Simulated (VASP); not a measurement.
Input of a VASP 6.6.1 run:

Contents of INCAR:

```
ALGO     = Normal         # electronic algorithm
EDIFF    = 1E-7           # SCF threshold, eV
ENCUT    = 520            # plane-wave cutoff, eV
GGA      = RP             # functional
ISIF     = 2              # what is computed and relaxed
ISMEAR   = -1             # smearing method
LASPH    = T              # aspherical terms in the spheres
LCHARG   = F              # write CHGCAR
LREAL    = F              # projectors in reciprocal space
LWAVE    = F              # write WAVECAR
NBANDS   = 60             # bands
NELM     = 60             # most SCF steps
PREC     = Accurate       # precision mode
SIGMA    = 0.05           # smearing width, eV
```

KPOINTS

```
k-points
0
Gamma
  8 8 8
```

The input POSCAR:

```
TiO2
1.0
   -4.3507577183      4.3507577183      1.8875555959
    4.3507577183     -4.3507577183      1.8875555959
    4.3507577183      4.3507577183     -1.8875555959
Ti O
4 8
Direct
    0.2922817050      0.9971447550      0.2894264600
    0.0028552450      0.2922817050      0.2951369500
    0.9971447550      0.7077182950      0.7048630500
    0.7077182950      0.0028552450      0.7105735400
    0.4988638250      0.8492152850      0.3480791100
    0.1616620200      0.1596026000      0.3212646200
    0.1507847150      0.4988638250      0.6496485400
    0.1596026000      0.8383379800      0.9979405800
    0.8403974000      0.1616620200      0.0020594200
    0.8492152850      0.5011361750      0.3503514600
    0.8383379800      0.8403974000      0.6787353800
    0.5011361750      0.1507847150      0.6519208900
```

Potentials or basis: VASP PAW PBE potentials, release 64 (Ti_sv, O).

Launch:

```console
$ cat potpaw_PBE.64/Ti_sv/POTCAR potpaw_PBE.64/O/POTCAR > POTCAR
$ mpirun -np 1 vasp_std > vasp.out
```

Question: What does it give for the largest force?

Answer: 0.153 eV/Å.

Question: What does it give for the pressure?

Answer: 8.0 GPa.

Question: What does it give for the band gap on the k mesh?

Answer: 1.68 eV (least direct gap 2.36 eV).

Stress tensor (GPa, compression positive):
```
7.90 0.00 0.00
0.00 7.90 0.00
0.00 0.00 8.12
```

Caveat: the cell stands under pressure; the PAW data sets were made with another functional, which shifts forces and pressure a little. A k mesh can miss the band edges.
